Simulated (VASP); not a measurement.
Input of a VASP 6.6.1 run:

INCAR

```
SYSTEM = Hf
  ALGO = Normal
  EDIFF = 1E-7
  ENCUT = 520
  GGA = PS
  ISIF = 2
  ISMEAR = -1
  LASPH = .TRUE.
  LCHARG = .TRUE.
  LELF = .TRUE.
  LREAL = .FALSE.
  LVHAR = .TRUE.
  LWAVE = .FALSE.
  NBANDS = 17
  NELM = 60
  PREC = Accurate
  SIGMA = 0.1
```

KPOINTS

```
k-points
0
G
  9 9 9
  0 0 0
```

Contents of POSCAR:

```
Hf
1.0
    0.0000000000      3.1870038348      3.1870038348
    3.1870038348      0.0000000000      3.1870038348
    3.1870038348      3.1870038348      0.0000000000
Hf
2
Direct
    0.1250000000      0.1250000000      0.1250000000
    0.8750000000      0.8750000000      0.8750000000
```

Potentials or basis: VASP PAW PBE potentials, release 64 (Hf_pv).

The run is started by

```console
$ cat potpaw_PBE.64/Hf_pv/POTCAR > POTCAR
$ mpirun -np 1 vasp_std > vasp.out
```

(1) Estimate the pressure.

(2) What does it give for the band gap on the k mesh?

## Answers

(1) -0.2 GPa.

(2) zero (band 10 reaches 2.14 eV, above the bottom of band 11 at 1.43 eV).

Caveat: the PAW data sets were made with another functional, which shifts forces and pressure a little; spin-orbit coupling is left out, which moves the levels of the heavy elements.
